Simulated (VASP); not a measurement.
A run of VASP 6.6.1 is set up as follows.

The input POSCAR:

```
Ga2SbP
1.0
    4.1004999376      0.0000000000      0.0000000000
    0.0000000000      4.1004999376      0.0000000000
    0.0000000000      0.0000000000     11.5583976816
P Ga Sb
2 4 2
Direct
    0.5000000000      0.0000000000      0.1114562508
    0.0000000000      0.5000000000      0.8885437492
    0.5000000000      0.5000000000      0.0000000000
    0.0000000000      0.0000000000      0.7766587209
    0.5000000000      0.5000000000      0.5000000000
    0.0000000000      0.0000000000      0.2233412791
    0.5000000000      0.0000000000      0.6378707674
    0.0000000000      0.5000000000      0.3621292326
```

File INCAR.step1:

```
SYSTEM = Ga2SbP
ALGO     = Normal         ! electronic algorithm
EDIFF    = 1E-4           ! SCF threshold, eV
ENCUT    = 520            ! plane-wave cutoff, eV
GGA      = PE             ! functional
ISMEAR   = -1             ! smearing method
LASPH    = .TRUE.         ! aspherical terms in the spheres
LCHARG   = .FALSE.        ! write CHGCAR
LREAL    = .FALSE.        ! projectors in reciprocal space
LWAVE    = .TRUE.         ! write WAVECAR
NBANDS   = 46             ! bands
NELM     = 100            ! most SCF steps
PREC     = Accurate       ! precision mode
SIGMA    = 0.02           ! smearing width, eV
```

File INCAR.step2:

```
SYSTEM = Ga2SbP
ALGO     = Normal         ! electronic algorithm
EDIFF    = 1E-6           ! SCF threshold, eV
ENCUT    = 520            ! plane-wave cutoff, eV
ISIF     = 2              ! what is computed and relaxed
ISMEAR   = -1             ! smearing method
ISTART   = 1            
LASPH    = .TRUE.         ! aspherical terms in the spheres
LCHARG   = .TRUE.         ! write CHGCAR
LELF     = .TRUE.         ! ELF
LMIXTAU  = .TRUE.       
LREAL    = .FALSE.        ! projectors in reciprocal space
LVHAR    = .TRUE.       
LWAVE    = .FALSE.        ! write WAVECAR
METAGGA  = R2SCAN         ! meta-GGA
NBANDS   = 46             ! bands
NELM     = 100            ! most SCF steps
PREC     = Accurate       ! precision mode
SIGMA    = 0.02           ! smearing width, eV
```

Contents of KPOINTS:

```
k-points
0
G
  6 6 2
  0 0 0
```

Potentials or basis: VASP PAW PBE potentials, release 64 (P, Ga_d, Sb).

Run with:

```console
$ cat potpaw_PBE.64/P/POTCAR potpaw_PBE.64/Ga_d/POTCAR potpaw_PBE.64/Sb/POTCAR > POTCAR
$ cp INCAR.step1 INCAR
$ mpirun -np 1 vasp_std > vasp.out
$ cp INCAR.step2 INCAR
$ mpirun -np 1 vasp_std > vasp.out
```

What does it give for the pressure?

0.1 GPa.

What does it give for the band gap on the k mesh?

0.62 eV.

Estimate the largest force.

0.016 eV/Å.

Forces in eV/Å, atoms in the order of the input:
```
P    0.000  0.000 -0.003
P    0.000  0.000  0.003
Ga   0.000  0.000  0.000
Ga   0.000  0.000  0.016
Ga   0.000  0.000  0.000
Ga   0.000  0.000 -0.016
Sb   0.000  0.000  0.006
Sb   0.000  0.000 -0.006
```

Caveat: semilocal functionals underestimate gaps, and a narrow one can read as zero; the PAW data sets were made with another functional, which shifts forces and pressure a little; spin-orbit coupling is left out, which moves the levels of the heavy elements. A k mesh can miss the band edges.
